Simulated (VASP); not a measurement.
# MoS2 (C2/m) in VASP: further runs

Runs on MoS2. Level: PBE+D3(BJ). Tasks: single point.

All numbers are computed with VASP 6.6.1; they aren't measurements. Logs are shortened: lines on timing, memory, paths and dates and some standing lists are left out, and cuts for length are marked.

### Step 1. The cell of the first run

Symmetry: C2/m, No. 12, monoclinic system. The conventional cell has a = 5.429 Å, b = 3.134 Å, c = 17.888 Å, α = 90.00°, β = 92.90°, γ = 90.00°. Mo (site symmetry m) has 6 S at 2.42 Å and 6 Mo at 3.13 Å within 3.2 Å. Mo (site symmetry 2/m) has 6 S at 2.42 Å and 6 Mo at 3.13 Å within 3.2 Å. S (site symmetry m) has 3 Mo at 2.42 Å and 9 S at 3.13 to 3.29 Å within 3.3 Å. S (site symmetry m) has 3 Mo at 2.42 Å and 7 S at 2.89 to 3.13 Å within 3.2 Å. S (site symmetry m) has 3 Mo at 2.42 Å and 9 S at 3.13 to 3.29 Å within 3.3 Å.

### Step 2. Single point, PBE+D3(BJ)

INCAR

```
SYSTEM = MoS2
PREC     = Accurate       ! precision mode
ENCUT    = 520            ! plane-wave cutoff, eV
EDIFF    = 1E-7           ! SCF threshold, eV
ISMEAR   = 0              ! smearing method
SIGMA    = 0.15           ! smearing width, eV
LREAL    = .False.        ! projectors in reciprocal space
LASPH    = .True.         ! aspherical terms in the spheres
NELM     = 60             ! most SCF steps
ALGO     = Fast           ! electronic algorithm
ISIF     = 2              ! what is computed and relaxed
LWAVE    = .False.        ! write WAVECAR
LCHARG   = .False.        ! write CHGCAR
GGA      = PE             ! functional
IVDW     = 12             ! dispersion correction
NBANDS   = 49             ! bands
```

KPOINTS

```
Automatic mesh
0
Gamma
  14 14 3
  0 0 0
```

POSCAR

```
MoS2
1.0
   -1.5671157456     -2.7143240927      0.0000000000
    1.5671157456     -2.7143240927      0.0000000000
    0.0000000000     -0.9047746976     17.8649660373
Mo S
3 6
Direct
    0.8611083333      0.8611083333      0.8333500000
    0.3055527778      0.3055527778      0.1666833333
    0.5833305556      0.5833305556      0.5000166667
    0.9017132587      0.9017132587      0.5897204479
    0.1794910365      0.1794910365      0.9230537812
    0.6239354809      0.6239354809      0.2563871146
    0.9871700746      0.9871700746      0.0769795521
    0.2649478524      0.2649478524      0.4103128854
    0.5427256302      0.5427256302      0.7436462188
```

Potentials or basis: VASP PAW PBE potentials, release 64 (Mo_sv, S).

Launch:

```sh
> cat potpaw_PBE.64/Mo_sv/POTCAR potpaw_PBE.64/S/POTCAR > POTCAR
> mpirun -np 1 vasp_std > vasp.out
```

OUTCAR:

```text
SYSTEM = MoS2
   PREC = Accurate
   ENCUT = 520
   EDIFF = 1E-7
   ISMEAR = 0
   LREAL = .False.
   LASPH = .True.
   NELM = 60
   ISIF = 2
   GGA = PE
   IVDW = 12
 IVDW          = 12

 ion  position               nearest neighbor table
   1  0.861  0.861  0.833-   9 2.42   5 2.42   5 2.42   9 2.42   9 2.42   5 2.42
   2  0.306  0.306  0.167-   7 2.42   7 2.42   7 2.42   6 2.42   6 2.42   6 2.42
   3  0.583  0.583  0.500-   4 2.42   4 2.42   4 2.42   8 2.42   8 2.42   8 2.42
   4  0.902  0.902  0.590-   3 2.42   3 2.42   3 2.42
   5  0.179  0.179  0.923-   1 2.42   1 2.42   1 2.42
   6  0.624  0.624  0.256-   2 2.42   2 2.42   2 2.42
   7  0.987  0.987  0.077-   2 2.42   2 2.42   2 2.42
   8  0.265  0.265  0.410-   3 2.42   3 2.42   3 2.42
   9  0.543  0.543  0.744-   1 2.42   1 2.42   1 2.42

  LATTYP: Found a base centered monoclinic cell.
 ALAT       =     5.4286481854
 B/A-ratio  =     0.5773502692
 C/A-ratio  =     3.2950859955
 COS(beta)  =    -0.0505803693

  Lattice vectors:

 A1 = (   1.5671157456,   2.7143240927,   0.0000000000)
 A2 = (  -1.5671157456,   2.7143240927,   0.0000000000)
 A3 = (   0.0000000000,  -0.9047746976,  17.8649660373)

Analysis of symmetry for initial positions (statically):
=====================================================================
 Subroutine PRICEL returns:
 Original cell was already a primitive cell.

 Routine SETGRP: Setting up the symmetry group for a
 base centered monoclinic supercell.

 Subroutine GETGRP returns: Found  4 space group operations
 (whereof  2 operations were pure point group operations)
 out of a pool of  4 trial point group operations.

The static configuration has the point symmetry C_1h.
 The point group associated with its full space group is C_2h.

Analysis of symmetry for dynamics (positions and initial velocities):
=====================================================================
 Subroutine PRICEL returns:
 Original cell was already a primitive cell.

 Routine SETGRP: Setting up the symmetry group for a
 base centered monoclinic supercell.

 Subroutine GETGRP returns: Found  4 space group operations
 (whereof  2 operations were pure point group operations)
 out of a pool of  4 trial point group operations.

The dynamic configuration has the point symmetry C_1h.
 The point group associated with its full space group is C_2h.

 Subroutine INISYM returns: Found  4 space group operations
 (whereof  2 operations are pure point group operations),
 and found     1 'primitive' translations

----------------------------------------------------------------------------------------

                                     Primitive cell

  volume of cell :     151.9830

  direct lattice vectors                    reciprocal lattice vectors
    -1.567115746 -2.714324093  0.000000000    -0.319057480 -0.184207922 -0.009329246
     1.567115746 -2.714324093  0.000000000     0.319057480 -0.184207922 -0.009329246
     0.000000000 -0.904774698 17.864966037     0.000000000  0.000000000  0.055975477

  length of vectors
     3.134231491  3.134231491 17.887862610     0.368533945  0.368533945  0.055975477

  position of ions in fractional coordinates (direct lattice)
     0.861108333  0.861108333  0.833350000
     0.305552778  0.305552778  0.166683333
     0.583330556  0.583330556  0.500016667
     0.901713259  0.901713259  0.589720448
     0.179491037  0.179491037  0.923053781
     0.623935481  0.623935481  0.256387115
     0.987170075  0.987170075  0.076979552
     0.264947852  0.264947852  0.410312885
     0.542725630  0.542725630  0.743646219

  ion indices of the primitive-cell ions
   primitive index   ion index
                 1           1
                 2           2
                 3           3
                 4           4
                 5           5
                 6           6
                 7           7
                 8           8
                 9           9

----------------------------------------------------------------------------------------

 KPOINTS: Automatic mesh

Automatic generation of k-mesh.
 Grid dimensions read from file:
 generate k-points for:   14   14    3

 Generating k-lattice:

  Cartesian coordinates                     Fractional coordinates (reciprocal lattice)
    -0.022789820 -0.013157709 -0.000666375     0.071428571  0.000000000  0.000000000
     0.022789820 -0.013157709 -0.000666375     0.000000000  0.071428571  0.000000000
     0.000000000  0.000000000  0.018658492     0.000000000  0.000000000  0.333333333

  Length of vectors
     0.026323853  0.026323853  0.018658492

  Shift w.r.t. Gamma in fractional coordinates (k-lattice)
     0.000000000  0.000000000  0.000000000

 Subroutine IBZKPT returns following result:
 ===========================================

 Found    162 irreducible k-points:

 Following reciprocal coordinates:
            Coordinates               Weight
  0.000000  0.000000  0.000000      1.000000
  0.071429 -0.000000  0.000000      4.000000
  0.142857  0.000000  0.000000      4.000000
  0.214286  0.000000 -0.000000      4.000000
  0.285714  0.000000  0.000000      4.000000
  0.357143  0.000000  0.000000      4.000000
[... 16 lines left out ...]
  0.214286  0.142857 -0.000000      4.000000
  0.285714  0.142857 -0.000000      4.000000
 [... further k-points ...]
   k-points           NKPTS =    162   k-points in BZ     NKDIM =    162   number of bands    NBANDS=     49
   number of dos      NEDOS =    301   number of ions     NIONS =      9
   total plane-waves  NPLWV =  80640
   dimension x,y,z NGX =    24 NGY =   24 NGZ =  140
   dimension x,y,z NGXF=    48 NGYF=   48 NGZF=  280
   ions per type =               3   6
   NGX,Y,Z   is equivalent  to a cutoff of  12.73, 12.73, 13.01 a.u.
   NGXF,Y,Z  is equivalent  to a cutoff of  25.46, 25.46, 26.02 a.u.
 SYSTEM =  MoS2
   PREC   = accura    normal or accurate (medium, high low for compatibility)
   ISTART =      0    job   : 0-new  1-cont  2-samecut
   ICHARG =      2    charge: 1-file 2-atom 10-const
   ISPIN  =      1    spin polarized calculation?
   LNONCOLLINEAR =      F non collinear calculations
   LSORBIT =      F    spin-orbit coupling
   LASPH  =      T    aspherical Exc in radial PAW
   ENCUT  =  520.0 eV  38.22 Ry    6.18 a.u.   5.83  5.83 33.26*2*pi/ulx,y,z
   NELM   =     60;   NELMIN=  2; NELMDL= -5     # of ELM steps
   EDIFF  = 0.1E-06   stopping-criterion for ELM
   LREAL  =      F    real-space projection
   EDIFFG = 0.1E-05   stopping-criterion for IOM
   NSW    =      0    number of steps for IOM
   IBRION =     -1    ionic relax: 0-MD 1-quasi-New 2-CG
   NFREE  =      0    steps in history (QN), initial steepest desc. (CG)
   ISIF   =      2    stress and relaxation
   ISYM   =      2    0-nonsym 1-usesym 2-fastsym
   POTIM  = 0.5000    time-step for ionic-motion
   TEBEG  =    0.0;   TEEND  =   0.0 temperature during run
   PSTRESS=    0.0 pullay stress
   NELECT =      78.0000    total number of electrons
   NUPDOWN=      -1.0000    fix difference up-down
   EMIN   =  10.00;   EMAX   =-10.00  energy-range for DOS
   EFERMI =   0.00;   METHOD = LEGACY
   ISMEAR =     0;   SIGMA  =   0.15  broadening in eV -4-tet -1-fermi 0-gaus
   EFERMI_NEDOS =   21; number of points for ismear=-14 and -15
   IALGO  =     68    algorithm
   IMIX   =      4    mixing-type and parameters
     AMIX     =   0.40;   BMIX     =  1.00
     AMIX_MAG =   1.60;   BMIX_MAG =  1.00
  volume/ion in A,a.u.               =      16.89       113.96
  Fermi-wavevector in a.u.,A,eV,Ry     =   1.310714  2.476891 23.374428  1.717972
  Thomas-Fermi vector in A             =   2.441226
   LORBIT       =      0    0 simple, 1 ext, 2 COOP (PROOUT), +10 PAW based schemes
   GGA     = PE    functional components
   LHFCALC =     F    Hartree Fock is set to
   AEXX    =    0.0000 exact exchange contribution
   IVDW    =    12    specifies the selected vdW correction
   LEPSILON=     F    determine dielectric tensor
   LRPA    =     F    only Hartree local field effects (RPA)
 non-spin polarized calculation
 RMM-DIIS sequential band-by-band and
 Gauss-broadening in eV      SIGMA  =   0.15
  energy-cutoff  :      520.00
  volume of cell :      151.98
 maximum number of plane-waves:      4120
   NGX = 11   NGY = 11   NGZ = 67

 number of electron      77.9999999 magnetization

 Free energy of the ion-electron system (eV)
  ---------------------------------------------------
  ext. energy  EPLUGINS =         0.00000000
  ---------------------------------------------------
  free energy    TOTEN  =       -62.72792427 eV

  energy without entropy =      -62.69673030  energy(sigma->0) =      -62.71232728

 E-fermi :   8.4136     XC(G=0): -11.2121

 val. band max:        8.4123425602   @ k =   0.0000   0.0000   0.0000
 cond. band min:       8.4185340890   @ k =  -0.2857   0.2857   0.0000
 fundamental gap:      0.0061915288
 Fermi energy:         8.4136499013

 k-point     1 :       0.0000    0.0000    0.0000
  band No.  band energies     occupation
      1     -53.2942      2.00000
      2     -53.2942      2.00000
      3     -53.2726      2.00000
      4     -27.3977      2.00000
      5     -27.3976      2.00000
      6     -27.3675      2.00000
[... 41 lines left out ...]
     48      11.6713      0.00000
     49      11.7828      0.00000

 k-point     2 :       0.0714   -0.0000    0.0000
  band No.  band energies     occupation
      1     -53.2919      2.00000
      2     -53.2919      2.00000
      3     -53.2703      2.00000
      4     -27.3934      2.00000
      5     -27.3934      2.00000
      6     -27.3633      2.00000
[... 41 lines left out ...]
     48      11.5282      0.00000
     49      11.6169      0.00000

 k-point     3 :       0.1429    0.0000    0.0000
  band No.  band energies     occupation
      1     -53.2856      2.00000
      2     -53.2856      2.00000
      3     -53.2640      2.00000
      4     -27.3816      2.00000
      5     -27.3815      2.00000
      6     -27.3514      2.00000
[... 1081 lines left out ...]
     48      11.1872      0.00000
     49      11.4426      0.00000

 k-point    24 :       0.2857    0.1429   -0.0000
  band No.  band energies     occupation
      1     -53.2717      2.00000
      2     -53.2717      2.00000
      3     -53.2501      2.00000
      4     -27.4326      2.00000
      5     -27.4326      2.00000
      6     -27.4148      2.00000
[... 41 lines left out ...]
     48      11.1543      0.00000
     49      11.5922      0.00000

 [... further k-points ...]

------------------------ aborting loop because EDIFF is reached ----------------------------------------

 Edisp (eV)   -4.04785

 E8    (eV) :    -1.6339

  FORCE on cell =-STRESS in cart. coord.  units (eV):
  Direction    XX          YY          ZZ          XY          YZ          ZX
  --------------------------------------------------------------------------------------
  -------------------------------------------------------------------------------------
  Total       0.32970     0.05083     0.73453     0.00000     1.08312     0.00000
  in kB       3.47562     0.53585     7.74330     0.00000    11.41801     0.00000
  external pressure =        3.92 kB  Pullay stress =        0.00 kB

 VOLUME and BASIS-vectors are now :
 -----------------------------------------------------------------------------
  energy-cutoff  :      520.00
  volume of cell :      151.98
      direct lattice vectors                 reciprocal lattice vectors
    -1.567115746 -2.714324093  0.000000000    -0.319057480 -0.184207922 -0.009329246
     1.567115746 -2.714324093  0.000000000     0.319057480 -0.184207922 -0.009329246
     0.000000000 -0.904774698 17.864966037     0.000000000  0.000000000  0.055975477

 POSITION                                       TOTAL-FORCE (eV/Angst)
 -----------------------------------------------------------------------------------
      0.00000     -5.42865     14.88777         0.000000     -0.152132      0.054372
      0.00000     -1.80955      2.97779         0.000000      0.152132     -0.054372
      0.00000     -3.61910      8.93278         0.000000      0.000000      0.000000
      0.00000     -5.42865     10.53534         0.000000     -0.001323     -0.018963
      0.00000     -1.80955     16.49032         0.000000     -0.147165     -0.387753
      0.00000     -3.61910      4.58035         0.000000     -0.024072     -0.000576
      0.00000     -5.42865      1.37524         0.000000      0.147165      0.387753
      0.00000     -1.80955      7.33023         0.000000      0.001323      0.018963
      0.00000     -3.61910     13.28521         0.000000      0.024072      0.000576
 -----------------------------------------------------------------------------------
    total drift:                               -0.000000      0.000001     -0.000003

  FREE ENERGIE OF THE ION-ELECTRON SYSTEM (eV)
  ---------------------------------------------------
  free  energy   TOTEN  =       -66.7757750732 eV

  energy  without entropy=      -66.7445811013  energy(sigma->0) =      -66.76017809
```

Wall time 49 min (1 thread of Oxide Virtual Turin-like, shared host); peak memory 0.87 GiB.

What came out:

```yaml
Free_energy: -66.7758 eV
Pressure: 0.4 GPa
Largest_force: 0.415 eV/Å
Band_gap_on_the_k_mesh: zero (bands 39 and 40 overlap by 0.57 eV)
Dispersion_energy_per_atom: -0.450 eV
```

Forces in eV/Å, atoms in the order of the input:
```
Mo   0.000 -0.152  0.054
Mo   0.000  0.152 -0.054
Mo   0.000  0.000  0.000
S    0.000 -0.001 -0.019
S    0.000 -0.147 -0.388
S    0.000 -0.024 -0.001
S    0.000  0.147  0.388
S    0.000  0.001  0.019
S    0.000  0.024  0.001
```

Stress tensor (GPa, compression positive):
```
0.35 0.00 0.00
0.00 0.05 1.14
0.00 1.14 0.77
```

### Step 3. Single point, PBE+D3(BJ) (the part above a cut slid along it)

INCAR

```
ALGO = Fast
EDIFF = 1E-6
ENCUT = 520
GGA = PE
ISIF = 2
ISMEAR = 0
IVDW = 12
LASPH = True
LCHARG = True
LELF = True
LREAL = False
LVHAR = True
LWAVE = False
NBANDS = 49
NELM = 60
PREC = Accurate
SIGMA = 0.15
```

KPOINTS

```
k-points
0
Gamma
  14 14 3
```

POSCAR

```
MoS2
1.0
   -1.5671157456     -2.7143240927      0.0000000000
    1.5671157456     -2.7143240927      0.0000000000
    0.0000000000     -3.1667114415     19.8649660373
Mo S
3 6
Direct
    0.5628216952      0.5628216952      0.7494485226
    0.2458906777      0.2458906777      0.1499016954
    0.4043561864      0.4043561864      0.4496751090
    0.6906306045      0.6906306045      0.5303475351
   -0.1509038867     -0.1509038867      0.8301209487
    0.5321650957      0.5321650957      0.2305741216
    0.9596162596      0.9596162596      0.0692292693
    0.1180817683      0.1180817683      0.3690026829
    0.2765472771      0.2765472771      0.6687760964
```

Potentials or basis: VASP PAW PBE potentials, release 64 (Mo_sv, S).

Launch:

```sh
> cat potpaw_PBE.64/Mo_sv/POTCAR potpaw_PBE.64/S/POTCAR > POTCAR
> mpirun -np 1 vasp_std > vasp.out
```

Run time: 41 min. Hardware: 1 thread of Oxide Virtual Turin-like, shared host; peak memory 0.94 GiB.

Results (log left out):

```
Free energy                : -66.6800 eV
Pressure                   : -0.1 GPa
Largest force              : 0.097 eV/Å
Band gap on the k mesh     : zero (bands 39 and 40 overlap by 0.47 eV)
Dispersion energy per atom : -0.417 eV
```

Forces in eV/Å, atoms in the order of the input:
```
Mo   0.000  0.000 -0.004
Mo   0.000  0.000  0.004
Mo   0.000  0.000  0.000
S    0.000  0.000 -0.004
S    0.000  0.000  0.097
S    0.000  0.000  0.020
S    0.000  0.000 -0.097
S    0.000  0.000  0.004
S    0.000  0.000 -0.020
```

Stress tensor (GPa, compression positive):
```
 0.00  0.00  0.00
 0.00  0.00  0.00
 0.00  0.00 -0.24
```

Levels at points of the mesh, in eV from the Fermi level:
```csv
k point,band 37,band 38,band 39,band 40,band 41,band 42
"(0.00, 0.00, 0.00)",-0.78,-0.62,-0.25,-0.11,-0.11,-0.04
"(0.50, 0.00, 0.00)",-1.62,-1.48,-1.33,1.33,1.33,1.38
"(0.50, 0.50, 0.00)",-1.62,-1.48,-1.33,1.33,1.33,1.38
```

Caveat: the cell differs from its parent crystal (the part above a cut slid along it).

### Step 4. Single point, PBE+D3(BJ) (the part above a cut slid along it)

INCAR

```
SYSTEM = MoS2
ALGO = Fast
EDIFF = 1E-6
ENCUT = 520
GGA = PE
ISIF = 2
ISMEAR = 0
IVDW = 12
LASPH = .True.
LCHARG = .True.
LELF = .True.
LREAL = .False.
LVHAR = .True.
LWAVE = .False.
NBANDS = 49
NELM = 60
PREC = Accurate
SIGMA = 0.15
```

KPOINTS

```
k-points
0
Gamma
  14 14 3
  0 0 0
```

POSCAR

```
MoS2
1.0
   -1.5671157456     -2.7143240927      0.0000000000
    1.5671157456     -2.7143240927      0.0000000000
    0.0000000000     -2.7143240927     19.0649660373
Mo S
3 6
Direct
    0.6095516400      0.6095516400      0.7808967201
    0.2552374143      0.2552374143      0.1561918381
    0.4323945271      0.4323945271      0.4685442791
    0.7236990679      0.7236990679      0.5526018642
   -0.0991438193     -0.0991438193      0.8649543052
    0.5465419551      0.5465419551      0.2402494232
    0.9639328735      0.9639328735      0.0721342530
    0.1410899863      0.1410899863      0.3844866940
    0.3182470992      0.3182470992      0.6968391350
```

Launch:

```sh
> cat potpaw_PBE.64/Mo_sv/POTCAR potpaw_PBE.64/S/POTCAR > POTCAR
> mpirun -np 1 vasp_std > vasp.out
```

Run time: 41 min. Hardware: 1 thread of Oxide Virtual Turin-like, shared host; peak memory 0.92 GiB.

It converged, with:

| Quantity | Value |
| --- | --- |
| Free energy | -66.7539 eV |
| Pressure | -0.2 GPa |
| Largest force | 0.114 eV/Å |
| Band gap on the k mesh | zero (bands 39 and 40 overlap by 0.44 eV) |
| Dispersion energy per atom | -0.426 eV |

Forces on the atoms (eV/Å):
```
Mo   0.000  0.003  0.017
Mo   0.000 -0.003 -0.017
Mo   0.000  0.000  0.000
S    0.000  0.000 -0.004
S    0.000  0.002  0.114
S    0.000  0.000  0.019
S    0.000 -0.002 -0.114
S    0.000  0.000  0.004
S    0.000  0.000 -0.019
```

Stress tensor (GPa, compression positive):
```
-0.05  0.00  0.00
 0.00 -0.03 -0.02
 0.00 -0.02 -0.44
```

Levels at points of the mesh, in eV from the Fermi level:
| k point | band 37 | band 38 | band 39 | band 40 | band 41 | band 42 |
| --- | --- | --- | --- | --- | --- | --- |
| (0.00, 0.00, 0.00) | -0.78 | -0.57 | -0.25 | -0.11 | -0.11 | -0.04 |
| (0.50, 0.00, 0.00) | -1.62 | -1.48 | -1.33 | 1.34 | 1.34 | 1.38 |
| (0.50, 0.50, 0.00) | -1.63 | -1.48 | -1.34 | 1.34 | 1.34 | 1.38 |

Caveat: the cell differs from its parent crystal (the part above a cut slid along it).

### Step 5. Summary

| cell | further INCAR settings | gap on the mesh (eV) | pressure (GPa) | largest force (eV/Å) |
| --- | --- | --- | --- | --- |
| a = 3.134, b = 3.134, c = 17.888 Å, angles 87.5, 87.5, 60.0°, 9 atoms | ALGO = Fast; EDIFF = 1e-07; NBANDS = 49 | none | 0.4 | 0.41 |
| a = 3.134, b = 3.134, c = 20.116 Å, angles 82.2, 82.2, 60.0°, 9 atoms | ALGO = Fast; EDIFF = 1e-06; NBANDS = 49 | none | -0.1 | 0.10 |
| a = 3.134, b = 3.134, c = 19.257 Å, angles 83.0, 83.0, 60.0°, 9 atoms | ALGO = Fast; EDIFF = 1e-06; NBANDS = 49 | none | -0.2 | 0.11 |

Alike in all rows: task single point; level PBE+D3(BJ); potentials or basis VASP PAW PBE potentials, release 64 (Mo_sv, S); no spin polarisation; k mesh 14 × 14 × 3; cutoff (eV) 520; smearing gaussian 0.15 eV.

Total energies depend on the potentials used, so only differences within one code and one set of settings carry meaning.
